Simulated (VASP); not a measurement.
Write the native input for VASP 6.6.1 that does the following.

- Task: single point
- Functional: PBE
- Potentials or basis: VASP PAW PBE potentials, release 64 (Ti_sv)
- Cutoff: 520 eV
- k mesh: 24 × 24 × 24
- Occupations: gaussian, width 0.1 eV
- Spin: no spin polarisation
- Dipole correction: no
- Further INCAR settings: ALGO = Normal; EDIFF = 1e-06; NBANDS = 12

The structure of Ti lies in POSCAR:

```
Ti
1.0
   -1.6276448661      1.6276448661      1.6276448661
    1.6276448661     -1.6276448661      1.6276448661
    1.6276448661      1.6276448661     -1.6276448661
Ti
1
Direct
    0.0000000000      0.0000000000      0.0000000000
```

This isn't the form of Ti at room conditions, which is hcp.

The input as run:

INCAR

```
SYSTEM = Ti
  PREC = Accurate
  ENCUT = 520
  EDIFF = 1E-6
  ISMEAR = 0
  SIGMA = 0.1
  LREAL = .FALSE.
  LASPH = .TRUE.
  NELM = 60
  ALGO = Normal
  ISIF = 2
  LWAVE = .FALSE.
  LCHARG = .TRUE.
  GGA = PE
  LELF = .TRUE.
  LVHAR = .TRUE.
  NBANDS = 12
```

KPOINTS

```
regular mesh
0
G
  24 24 24
  0 0 0
```

Potentials or basis: VASP PAW PBE potentials, release 64 (Ti_sv).

The run is started by

```bash
$ cat potpaw_PBE.64/Ti_sv/POTCAR > POTCAR
$ mpirun -np 1 vasp_std > vasp.out
```

Results of the run:

* Pressure: -0.2 GPa
* Band gap on the k mesh: zero (bands 6 and 7 overlap by 1.67 eV)

It took 99 s on 1 thread of Intel Xeon 8259CL, on a shared host, peak memory 0.21 GiB.
